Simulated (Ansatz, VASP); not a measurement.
This is a calculation of CdF for Ansatz 0.2.0.

The input input.yaml:

```yaml
crystal:
  lattice:
    - [0.0, 2.53120124, 2.53120124]
    - [2.53120124, 0.0, 2.53120124]
    - [2.53120124, 2.53120124, 0.0]
  atoms:
    - { symbol: Cd, position: [0.0, 0.0, 0.0] }
    - { symbol: F, position: [0.5, 0.5, 0.5] }
kpoints:
  mp_grid: { grid: [9, 9, 9] }
scf:
  occupations: { method: fermi_dirac, width: 0.05 }
hamiltonian:
  xc: pbe
  pseudopotentials: { kind: all_electron, lapw: { basis_error: 0.001 } }
output:
  forces: true
  stress: true
  eigenvalues: true
  populations: true
```

Potentials or basis: all-electron LAPW, scalar-relativistic.

Launch:

```bash
$ ansatz run input.yaml --threads 1 --pin off --max-ram 3072MiB --backend cpu --events-out ev --progress --plain --runs-dir out
```

Q: Translate it to VASP 6.6.1. Potentials there: VASP PAW PBE potentials, release 64 (Cd, F).

A: As run (the cutoff follows the program's own potentials):

File INCAR:

```
SYSTEM = CdF
PREC = Accurate
ENCUT = 520
EDIFF = 1E-6
ISMEAR = -1
SIGMA = 0.05
LREAL = .False.
LASPH = .True.
NELM = 60
ALGO = Normal
ISIF = 2
LWAVE = .False.
LCHARG = .False.
GGA = PE
NBANDS = 16
```

Contents of KPOINTS:

```
Automatic mesh
0
Gamma
  9 9 9
  0 0 0
```

Contents of POSCAR:

```
CdF
1.0
    0.0000000000      2.5312012400      2.5312012400
    2.5312012400      0.0000000000      2.5312012400
    2.5312012400      2.5312012400      0.0000000000
Cd F
1 1
Direct
    0.0000000000      0.0000000000      0.0000000000
    0.5000000000      0.5000000000      0.5000000000
```

Potentials or basis: VASP PAW PBE potentials, release 64 (Cd, F).

Run with:

```sh
$ cat potpaw_PBE.64/Cd/POTCAR potpaw_PBE.64/F/POTCAR > POTCAR
$ mpirun -np 1 vasp_std > vasp.out
```

Both were run:

|  | VASP | Ansatz | Ansatz less VASP |
| --- | --- | --- | --- |
| gap on the k mesh at the Fermi level (eV) | none | none | - |
| pressure (GPa) | 4.6 | 4.3 | -0.24 |

A gap of «none» marks a metal or a gap that the smearing closes. Ansatz ran all-electron here, and VASP with PAW potentials.
